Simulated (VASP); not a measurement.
# Fe (Im-3m) in VASP: settings compared, part 2 of 3

VASP 6.6.1.

### 3 Single point, LDA, non-collinear spin, typed start (12.26 Å³/atom)

This run uses another cell than the first one, of 12.26 Å³/atom.

File INCAR:

```
PREC     = Accurate       # precision mode
ENCUT    = 520            # plane-wave cutoff, eV
EDIFF    = 1E-6           # SCF threshold, eV
ISMEAR   = 0              # smearing method
SIGMA    = 0.15           # smearing width, eV
LREAL    = False          # projectors in reciprocal space
LASPH    = True           # aspherical terms in the spheres
NELM     = 150            # most SCF steps
ALGO     = Fast           # electronic algorithm
ISIF     = 2              # what is computed and relaxed
LWAVE    = False          # write WAVECAR
LCHARG   = False          # write CHGCAR
LNONCOLLINEAR= True           # non-collinear magnetism
MAGMOM   = -1.469 2.08 0.123 # initial moments
LORBIT   = 11             # projections on sites
LMAXMIX  = 4              # l up to which the mixer works
GGA      = CA             # functional
NBANDS   = 19             # bands
```

File KPOINTS:

```
Automatic mesh
0
Gamma
  10 10 10
```

File POSCAR:

```
Fe
1.0
   -1.4525565699      1.4525565699      1.4525565699
    1.4525565699     -1.4525565699      1.4525565699
    1.4525565699      1.4525565699     -1.4525565699
Fe
1
Direct
    0.0000000000      0.0000000000      0.0000000000
```

Potentials or basis: VASP PAW LDA potentials, release 64 (Fe).

Launch:

```console
$ cat potpaw_LDA.64/Fe/POTCAR > POTCAR
$ mpirun -np 1 vasp_ncl > vasp.out
```

OUTCAR:

```text
PREC = Accurate
   ENCUT = 520
   EDIFF = 1E-6
   ISMEAR = 0
   LREAL = False
   LASPH = True
   NELM = 150
   ISIF = 2
   LNONCOLLINEAR = True
   LORBIT = 11
   GGA = CA

 ion  position               nearest neighbor table
   1  0.000  0.000  0.000-

  LATTYP: Found a body centered cubic cell.
 ALAT       =     2.9051131398

  Lattice vectors:

 A1 = (  -1.4525565699,   1.4525565699,   1.4525565699)
 A2 = (   1.4525565699,  -1.4525565699,   1.4525565699)
 A3 = (   1.4525565699,   1.4525565699,  -1.4525565699)
[... 731 lines left out ...]
  in kB     -293.4786723   -293.4789100   -293.4779272      0.0000052      0.0000144      0.0000084
  external PRESSURE =    -293.4785032 kB  Pullay stress =       0.0000000 kB

 VOLUME and BASIS-vectors are now :
 -----------------------------------------------------------------------------
  energy-cutoff  :      520.00
  volume of cell :       12.26
      direct lattice vectors                 reciprocal lattice vectors
    -1.452556570  1.452556570  1.452556570     0.000000000  0.344220673  0.344220673
     1.452556570 -1.452556570  1.452556570     0.344220673  0.000000000  0.344220673
     1.452556570  1.452556570 -1.452556570     0.344220673  0.344220673  0.000000000

 POSITION                                       TOTAL-FORCE (eV/Angst)
 -----------------------------------------------------------------------------------
      0.00000      0.00000      0.00000        -0.000000      0.000000     -0.000000
 -----------------------------------------------------------------------------------
    total drift:                                0.000000     -0.000000      0.000000

  FREE ENERGIE OF THE ION-ELECTRON SYSTEM (eV)
  ---------------------------------------------------
  free  energy   TOTEN  =        -9.0365805156 eV

  energy  without entropy=       -9.0248330034  energy(sigma->0) =       -9.03070676

 total charge

# of ion       s       p       d       tot
------------------------------------------
    1        0.456   0.470   6.208   7.134

 magnetization (x)

# of ion       s       p       d       tot
------------------------------------------
    1        0.008   0.023  -1.276  -1.245

 magnetization (y)

# of ion       s       p       d       tot
------------------------------------------
    1       -0.011  -0.033   1.807   1.763

 magnetization (z)

# of ion       s       p       d       tot
------------------------------------------
    1       -0.001  -0.002   0.107   0.104
```

OSZICAR:

```text
N       E                     dE             d eps       ncg     rms          rms(c)
DAV:   1     0.382664064795E+02    0.38266E+02   -0.35130E+03 20376   0.110E+03
DAV:   2    -0.842549436783E+01   -0.46692E+02   -0.40801E+02 19215   0.201E+02
DAV:   3    -0.102329732111E+02   -0.18075E+01   -0.16893E+01 21265   0.522E+01
DAV:   4    -0.102493934454E+02   -0.16420E-01   -0.16407E-01 22236   0.468E+00
DAV:   5    -0.102496077733E+02   -0.21433E-03   -0.21432E-03 21561   0.500E-01    0.108E+01
RMM:   6    -0.918412908104E+01    0.10655E+01   -0.41421E+00 22087   0.342E+01    0.776E+00
RMM:   7    -0.905797053789E+01    0.12616E+00   -0.40058E-01 21890   0.121E+01    0.411E+00
RMM:   8    -0.904475010679E+01    0.13220E-01   -0.19078E-02 22596   0.135E+00    0.105E+00
RMM:   9    -0.903739737338E+01    0.73527E-02   -0.19599E-03 22812   0.493E-01    0.232E-01
RMM:  10    -0.903660547468E+01    0.79190E-03   -0.48703E-04 22200   0.433E-01    0.520E-02
RMM:  11    -0.903657995712E+01    0.25518E-04   -0.74552E-05 23029   0.106E-01    0.265E-02
RMM:  12    -0.903658007301E+01   -0.11589E-06   -0.10908E-05 23013   0.516E-02    0.146E-02
RMM:  13    -0.903658051559E+01   -0.44258E-06   -0.19801E-06 21364   0.175E-02
   1 F= -.90365805E+01 E0= -.90307068E+01  d E =-.117475E-01  mag=    -1.2520     1.7729     0.1048
```

stdout:

```text
POSCAR found type information on POSCAR Fe
 POSCAR found :  1 types and       1 ions
 scaLAPACK will be used
 LDA part: xc-table for (Slater(with rela. corr.)+CA(PZ))
 , standard interpolation
 POSCAR, INCAR and KPOINTS ok, starting setup
 FFT: planning ... GRIDC
 FFT: planning ... GRID_SOFT
 FFT: planning ... GRID
 WAVECAR not read
 entering main loop
```

It took 4.7 min on 1 thread of Intel Xeon 8259CL, shared host; peak memory 0.29 GiB.

What came out:

* Free energy: -9.0366 eV
* Pressure: -29.3 GPa
* Band gap on the k mesh: zero (bands 8 and 9 overlap by 2.85 eV)
* Net moment: 2.17 μB per cell
* Valence electrons inside the program's atomic spheres: Fe 7.13

Moments on the atoms (μB; x, y, z):
```
Fe  -1.25  1.76  0.10
```

Caveat: the cell stands under tension.

### 4 Single point, LDA, non-collinear spin, typed start (12.50 Å³/atom)

This run uses another cell than the first one, of 12.50 Å³/atom.

File INCAR:

```
PREC     = Accurate       # precision mode
ENCUT    = 520            # plane-wave cutoff, eV
EDIFF    = 1E-6           # SCF threshold, eV
ISMEAR   = 0              # smearing method
SIGMA    = 0.15           # smearing width, eV
LREAL    = F              # projectors in reciprocal space
LASPH    = T              # aspherical terms in the spheres
NELM     = 150            # most SCF steps
ALGO     = Normal         # electronic algorithm
ISIF     = 2              # what is computed and relaxed
LWAVE    = F              # write WAVECAR
LCHARG   = F              # write CHGCAR
LNONCOLLINEAR= T              # non-collinear magnetism
MAGMOM   = -1.469 2.08 0.123 # initial moments
LORBIT   = 11             # projections on sites
LMAXMIX  = 4              # l up to which the mixer works
NBANDS   = 19             # bands
```

File KPOINTS:

```
regular mesh
0
Gamma
  10 10 10
```

File POSCAR:

```
Fe
1.0
   -1.4619890197      1.4619890197      1.4619890197
    1.4619890197     -1.4619890197      1.4619890197
    1.4619890197      1.4619890197     -1.4619890197
Fe
1
Direct
    0.0000000000      0.0000000000      0.0000000000
```

Launch:

```console
$ cat potpaw_LDA.64/Fe/POTCAR > POTCAR
$ mpirun -np 1 vasp_ncl > vasp.out
```

Run time: 4 min. Hardware: 1 thread of Intel Xeon 8259CL, shared host; peak memory 0.29 GiB.

It converged, with:

```
Free energy                                           : -8.9912 eV
Pressure                                              : -31.0 GPa
Band gap on the k mesh                                : zero (bands 8 and 9 overlap by 2.86 eV)
Net moment                                            : 2.20 μB per cell
Valence electrons inside the program's atomic spheres : Fe 7.10
```

Levels at points of the mesh, in eV from the Fermi level:
```csv
k point,band 6,band 7,band 8,band 9,band 10,band 11
"(0.00, 0.00, 0.00)",-0.92,-0.92,-0.26,-0.26,-0.26,1.38
"(0.50, 0.00, 0.00)",-0.76,0.29,0.49,0.81,1.29,1.59
"(0.00, 0.50, 0.00)",-0.76,0.29,0.49,0.81,1.29,1.59
"(0.00, 0.00, 0.50)",-0.76,0.29,0.49,0.81,1.29,1.59
"(0.50, 0.00, 0.50)",-0.76,0.29,0.49,0.81,1.29,1.59
"(0.50, 0.50, 0.00)",-0.76,0.29,0.49,0.81,1.29,1.59
"(0.00, 0.50, 0.50)",-0.76,0.29,0.49,0.81,1.29,1.59
"(0.50, 0.50, 0.50)",0.05,0.05,2.11,2.11,2.11,9.17
```

Moments on the atoms (μB; x, y, z):
```
Fe  -1.26  1.79  0.11
```

Caveat: the cell stands under tension.

### 5 Single point, LDA, non-collinear spin, typed start (12.74 Å³/atom)

This run uses another cell than the first one, of 12.74 Å³/atom.

File INCAR:

```
PREC = Accurate
ENCUT = 520
EDIFF = 1E-6
ISMEAR = 0
SIGMA = 0.15
LREAL = F
LASPH = T
NELM = 150
ALGO = Normal
ISIF = 2
LWAVE = F
LCHARG = F
LNONCOLLINEAR = T
MAGMOM = -1.469 2.08 0.123
LORBIT = 11
LMAXMIX = 4
GGA = CA
NBANDS = 19
```

File KPOINTS:

```
Automatic mesh
0
Gamma
  10 10 10
```

File POSCAR:

```
Fe
1.0
   -1.4713013028      1.4713013028      1.4713013028
    1.4713013028     -1.4713013028      1.4713013028
    1.4713013028      1.4713013028     -1.4713013028
Fe
1
Direct
    0.0000000000      0.0000000000      0.0000000000
```

Launch:

```console
$ cat potpaw_LDA.64/Fe/POTCAR > POTCAR
$ mpirun -np 1 vasp_ncl > vasp.out
```

Run time: 4.1 min. Hardware: 1 thread of Intel Xeon 8259CL, shared host; peak memory 0.29 GiB.

Results (log left out):

* Free energy: -8.9437 eV
* Pressure: -32.2 GPa
* Band gap on the k mesh: zero (bands 8 and 9 overlap by 2.86 eV)
* Net moment: 2.25 μB per cell
* Valence electrons inside the program's atomic spheres: Fe 7.07

Levels at points of the mesh, in eV from the Fermi level:
```csv
k point,band 4,band 5,band 6,band 7,band 8,band 9,band 10,band 11,band 12,band 13
"(0.00, 0.00, 0.00)",-2.05,-2.05,-0.92,-0.92,-0.19,-0.19,-0.19,1.40,1.40,23.78
"(0.50, 0.00, 0.00)",-1.27,-0.90,-0.77,0.25,0.49,0.81,1.32,1.61,2.38,6.39
"(0.00, 0.50, 0.00)",-1.27,-0.90,-0.77,0.25,0.49,0.81,1.32,1.61,2.38,6.39
"(0.00, 0.00, 0.50)",-1.27,-0.90,-0.77,0.25,0.49,0.81,1.32,1.61,2.38,6.39
"(0.50, 0.00, 0.50)",-1.27,-0.90,-0.77,0.25,0.49,0.81,1.32,1.61,2.38,6.39
"(0.50, 0.50, 0.00)",-1.27,-0.90,-0.77,0.25,0.49,0.81,1.32,1.61,2.38,6.39
"(0.00, 0.50, 0.50)",-1.27,-0.90,-0.77,0.25,0.49,0.81,1.32,1.61,2.38,6.39
"(0.50, 0.50, 0.50)",-2.50,0.02,0.02,0.02,2.12,2.12,2.12,9.05,9.05,9.05
```

Moments on the atoms (μB; x, y, z):
```
Fe  -1.29  1.82  0.11
```

Caveat: the cell stands under tension.

(Continued in part 3 of 3.)
